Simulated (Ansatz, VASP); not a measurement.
Two plane-wave programs on NaCl

INCAR

```
SYSTEM = NaCl
ALGO = Normal ; EDIFF = 1E-6
ENCUT = 520 ; GGA = PS
ISIF = 2 ; ISMEAR = 0
LASPH = .TRUE. ; LCHARG = .TRUE.
LELF = .TRUE. ; LREAL = .FALSE.
LVHAR = .TRUE. ; LWAVE = .FALSE.
NBANDS = 14 ; NELM = 100
PREC = Accurate ; SIGMA = 0.05
```

The input KPOINTS:

```
k-points
0
G
  8 8 8
  0 0 0
```

The input POSCAR:

```
NaCl
1.0
    0.0000000000      2.6647787748      3.1977345297
    2.6647787748      0.0000000000      3.1977345297
    2.6647787748      2.6647787748      0.0000000000
Na Cl
1 1
Direct
    0.0000000000      0.0000000000      0.0000000000
    0.5000000000      0.5000000000      0.5000000000
```

Input for Ansatz:

```yaml
crystal:
  lattice:
    - [0.0, 2.6647787748, 3.1977345297]
    - [2.6647787748, 0.0, 3.1977345297]
    - [2.6647787748, 2.6647787748, 0.0]
  atoms:
    - { symbol: Na, position: [0.0, 0.0, 0.0] }
    - { symbol: Cl, position: [0.5, 0.5, 0.5] }
basis:
  ecutwfc: 420
kpoints:
  mp_grid: { grid: [8, 8, 8] }
hamiltonian:
  xc: pbesol
scf:
  occupations: { method: gaussian, width: 0.05 }
output:
  forces: true
  stress: true
  eigenvalues: true
```

Alike in both runs: task single point; functional PBEsol; k mesh 8 × 8 × 8; occupations gaussian, width 0.05 eV; no spin polarisation.

```csv
,VASP,Ansatz
version,VASP 6.6.1,Ansatz 0.2.0
potentials or method,"VASP PAW PBE potentials, release 64 (Na_pv, Cl), cutoff 520 eV","scalar-relativistic, plane waves, PAW"
valence electrons in the cell,14,16
```

VASP gave:

```
gap on the k mesh at the Fermi level (eV)                     : 4.93
least direct gap on the mesh (eV)                             : 4.93
pressure (GPa)                                                : 1.1
traceless stress, the component that is largest in VASP (GPa) : -3.65
```

Problem. Which values does Ansatz return?

Solution. gap on the k mesh at the Fermi level (eV): 4.93; least direct gap on the mesh (eV): 4.93; pressure (GPa): 1.0; traceless stress, the component that is largest in VASP (GPa): -3.59.

VASP's potentials were made for PBE, not for PBEsol. The functional is the same, so the differences come from potentials, cutoffs and numerics. VASP's potentials hold 14 valence electrons a cell and Ansatz's 16, so a difference there can come from the potentials and not from the codes.
